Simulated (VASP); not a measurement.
Wanted: the native input for a VASP 6.6.1 run.

```yaml
Task: single point
Functional: r2SCAN
Potentials_or_basis: VASP PAW PBE potentials, release 64 (Ti_sv, Al)
Cutoff: 520 eV
k_mesh: 6 × 6 × 6
Occupations: fermi-dirac, width 0.05 eV
Spin: no spin polarisation
Dipole_correction: no
Further_INCAR_settings: ALGO = Normal; EDIFF = 1e-07; NBANDS = 18
```

TiAl3:

```
Ti Al
1.0
    -1.91111    1.91111    4.28067
     1.91111   -1.91111    4.28067
     1.91111    1.91111   -4.28067
Ti Al
1 3
Direct
  0.00000 0.00000 0.00000
  0.25000 0.75000 0.50000
  0.75000 0.25000 0.50000
  0.50000 0.50000 0.00000
```

These files were run (other wordings do the same):

POSCAR

```
TiAl3
1.0
   -1.9111067713      1.9111067713      4.2806687947
    1.9111067713     -1.9111067713      4.2806687947
    1.9111067713      1.9111067713     -4.2806687947
Ti Al
1 3
Direct
    0.0000000000      0.0000000000      0.0000000000
    0.2500000000      0.7500000000      0.5000000000
    0.7500000000      0.2500000000      0.5000000000
    0.5000000000      0.5000000000      0.0000000000
```

INCAR.step1

```
SYSTEM = TiAl3
PREC = Accurate
ENCUT = 520
ISMEAR = -1
SIGMA = 0.05
LREAL = .False.
LASPH = .True.
NELM = 100
NBANDS = 18
GGA = PE
ALGO = Normal
EDIFF = 1E-4
LWAVE = .True.
LCHARG = .False.
```

INCAR.step2

```
SYSTEM = TiAl3
PREC = Accurate
ENCUT = 520
EDIFF = 1E-7
ISMEAR = -1
SIGMA = 0.05
LREAL = .False.
LASPH = .True.
NELM = 100
ALGO = Normal
ISIF = 2
LWAVE = .False.
LCHARG = .False.
METAGGA = R2SCAN
LMIXTAU = .True.
NBANDS = 18
ISTART = 1
```

KPOINTS

```
regular mesh
0
Gamma
  6 6 6
  0 0 0
```

Potentials or basis: VASP PAW PBE potentials, release 64 (Ti_sv, Al).

Launch:

```bash
$ cat potpaw_PBE.64/Ti_sv/POTCAR potpaw_PBE.64/Al/POTCAR > POTCAR
$ cp INCAR.step1 INCAR
$ mpirun -np 1 vasp_std > vasp.out
$ cp INCAR.step2 INCAR
$ mpirun -np 1 vasp_std > vasp.out
```

It gave:

```json
{
  "Pressure": "0.0 GPa",
  "Band gap on the k mesh": "zero (an odd number of electrons rules out a gap without spin polarisation)"
}
```

Caveat: the PAW data sets were made with another functional, which shifts forces and pressure a little.

It took 120 s on 1 thread of Intel(R) Xeon(R) 6975P-C (Granite Rapids), on a shared host, peak memory 0.26 GiB.
